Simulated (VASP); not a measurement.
As: single point with PBEsol

As:

```
CELL_PARAMETERS angstrom
-1.65499 1.65499 1.65499
1.65499 -1.65499 1.65499
1.65499 1.65499 -1.65499
ATOMIC_POSITIONS crystal
As 0.00000 0.00000 0.00000
```

```yaml
Program: VASP 6.6.1
Task: single point
Functional: PBEsol
Potentials_or_basis: VASP PAW PBE potentials, release 64 (As)
Cutoff: 520 eV
k_mesh: 15 × 15 × 15
Occupations: fermi-dirac, width 0.1 eV
Spin: no spin polarisation
Dipole_correction: no
Further_INCAR_settings: ALGO = Normal; EDIFF = 1e-07; NBANDS = 8
```

```yaml
Pressure: 0.2 GPa
```

Levels at points of the mesh, in eV from the Fermi level:
| k point | band 1 | band 2 | band 3 | band 4 | band 5 |
| --- | --- | --- | --- | --- | --- |
| (0.00, 0.00, 0.00) | -15.50 | 6.33 | 6.33 | 6.33 | 13.31 |

Run time: 8 s on 1 thread of Intel(R) Xeon(R) Platinum 8259CL CPU @ 2.50GHz (Skylake/Cascade Lake) (shared host), peak memory 0.15 GiB.

Caveat: the PAW data sets were made with another functional, which shifts forces and pressure a little.
